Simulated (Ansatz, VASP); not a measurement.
Two plane-wave programs on SbPb

```
CELL_PARAMETERS angstrom
0.00000 3.07362 3.07362
3.07362 0.00000 3.07362
3.07362 3.07362 0.00000
ATOMIC_POSITIONS crystal
Sb 0.50000 0.50000 0.50000
Pb 0.00000 0.00000 0.00000
```

Alike in both runs: task single point; functional LDA; k mesh 14 × 14 × 14; occupations gaussian, width 0.15 eV; no spin polarisation.

|  | VASP | Ansatz |
| --- | --- | --- |
| version | VASP 6.6.1 | Ansatz 0.2.0 |
| potentials or method | VASP PAW LDA potentials, release 64 (Sb, Pb_d), cutoff 520 eV | scalar-relativistic, plane waves, PAW |
| valence electrons in the cell | 19 | 29 |

|  | VASP | Ansatz | Ansatz less VASP |
| --- | --- | --- | --- |
| gap on the k mesh at the Fermi level (eV) | none | none | - |
| pressure (GPa) | 1.6 | 1.5 | -0.09 |

LDA's correlation is that of Perdew and Zunger in VASP and of Perdew and Wang (1992) in Ansatz. A gap of «none» marks a metal or a gap that the smearing closes. VASP's potentials hold 19 valence electrons a cell and Ansatz's 29, so a difference there can come from the potentials and not from the codes.

Neither program's run includes spin-orbit coupling.
